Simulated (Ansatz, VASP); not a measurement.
## CdSe in VASP and in Ansatz

```xyz
4
Lattice="4.3399 0.0000 0.0000 -2.1700 3.7585 0.0000 0.0000 0.0000 7.0784" Properties=species:S:1:pos:R:3 pbc="T T T"
Cd    0.0000    2.5057   -0.1973
Cd    2.1700    1.2528    3.3419
Se    0.0000    2.5057    2.8587
Se    2.1700    1.2528    6.3979
```

Change from the starting cell: polar distortion scaled by 0.55.

Alike in both runs: task single point; functional r2SCAN; k mesh 9 × 9 × 4; no spin polarisation.

```csv
,VASP,Ansatz
version,VASP 6.6.1,Ansatz 0.2.0
potentials or method,"VASP PAW PBE potentials, release 64 (Cd, Se), cutoff 520 eV","scalar-relativistic, plane waves, PAW"
occupations,"gaussian, width 0.01 eV",fixed
valence electrons in the cell,36,72
```

VASP gave:

* gap on the k mesh at the Fermi level (eV): 1.30
* least direct gap on the mesh (eV): 1.30
* pressure (GPa): 2.1
* traceless stress, the component that is largest in VASP (GPa): -4.44
* rms of the force components (eV/Å): 0.404

Estimate Ansatz's values.

gap on the k mesh at the Fermi level (eV): 1.31; least direct gap on the mesh (eV): 1.31; pressure (GPa): 1.8; traceless stress, the component that is largest in VASP (GPa): -4.27; rms of the force components (eV/Å): 0.393.

VASP's potentials were made for PBE, not for r2SCAN. Atom by atom the forces differ by 0.010 eV/Å (rms over components). VASP's potentials hold 36 valence electrons a cell and Ansatz's 72, so a difference there can come from the potentials and not from the codes.
